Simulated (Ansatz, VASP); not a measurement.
# One calculation of Al8N, two programs

The input INCAR:

```
SYSTEM = Al8N
ALGO = Normal
DIPOL = 0.5 0.5 0.400
EDIFF = 1E-7
ENCUT = 520
GGA = PE
IDIPOL = 3
ISIF = 2
ISMEAR = 0
LASPH = .TRUE.
LCHARG = .TRUE.
LDIPOL = .TRUE.
LELF = .TRUE.
LREAL = .FALSE.
LVACPOTAV = .TRUE.
LVHAR = .TRUE.
LWAVE = .FALSE.
NBANDS = 24
NELM = 100
PREC = Accurate
SIGMA = 0.1
```

KPOINTS

```
k-points
0
G
  9 9 1
  0 0 0
```

Contents of POSCAR:

```
Al8N
1.0
    2.8543223330      0.0000000000      0.0000000000
   -1.4271611665      2.4719156510      0.0000000000
    0.0000000000      0.0000000000     33.4760593533
Al N
8 1
Direct
    0.3333333333      0.6666666667      0.1194883770
    0.0000000000      0.0000000000      0.1895622803
    0.6666666667      0.3333333333      0.2596361837
    0.0000000000      0.0000000000      0.3297100869
    0.3333333333      0.6666666667      0.3992195594
    0.0000000000      0.0000000000      0.4696536480
    0.6666666667      0.3333333333      0.5400996810
    0.0000000000      0.0000000000      0.6116627748
    0.1111111111     -0.1111111111      0.6854468476
```

Input for Ansatz:

```yaml
crystal:
  lattice:
    - [2.854322333, 0.0, 0.0]
    - [-1.4271611665, 2.471915651, 0.0]
    - [0.0, 0.0, 33.4760593533]
  atoms:
    - { symbol: Al, position: [0.3333333333, 0.6666666667, 0.119488377] }
    - { symbol: Al, position: [0.0, 0.0, 0.1895622803] }
    - { symbol: Al, position: [0.6666666667, 0.3333333333, 0.2596361837] }
    - { symbol: Al, position: [0.0, 0.0, 0.3297100869] }
    - { symbol: Al, position: [0.3333333333, 0.6666666667, 0.3992195594] }
    - { symbol: Al, position: [0.0, 0.0, 0.469653648] }
    - { symbol: Al, position: [0.6666666667, 0.3333333333, 0.540099681] }
    - { symbol: Al, position: [0.0, 0.0, 0.6116627748] }
    - { symbol: "N", position: [0.1111111111, -0.1111111111, 0.6854468476] }
basis:
  ecutwfc: 420
kpoints:
  mp_grid: { grid: [9, 9, 1] }
hamiltonian:
  xc: pbe
scf:
  occupations: { method: gaussian, width: 0.1 }
output:
  forces: true
  eigenvalues: true
  write_density: true
  write_potential: true
  elf: true
  volumetric_format: npy
efield:
  axis: 3
  dipole_correction: true
  ramp_width: 0.04
```

Alike in both runs: task single point; functional PBE; k mesh 9 × 9 × 1; occupations gaussian, width 0.1 eV; no spin polarisation.

|  | VASP | Ansatz |
| --- | --- | --- |
| version | VASP 6.6.1 | Ansatz 0.2.0 |
| potentials or method | VASP PAW PBE potentials, release 64 (Al, N), cutoff 520 eV | scalar-relativistic, plane waves, PAW |
| valence electrons in the cell | 29 | 29 |

Ansatz gave:

```
gap on the k mesh at the Fermi level (eV)  : none
rms of the force components (eV/Å)         : 0.595
work function, face that differs most (eV) : 3.96
```

**Question.** What did VASP give for the same quantities?

**Answer.** gap on the k mesh at the Fermi level (eV): none; rms of the force components (eV/Å): 0.594; work function, face that differs most (eV): 3.95.

Atom by atom the forces differ by 0.001 eV/Å (rms over components). A gap of «none» marks a metal or a gap that the smearing closes. Ansatz's warnings: xc potential rough in thin density.
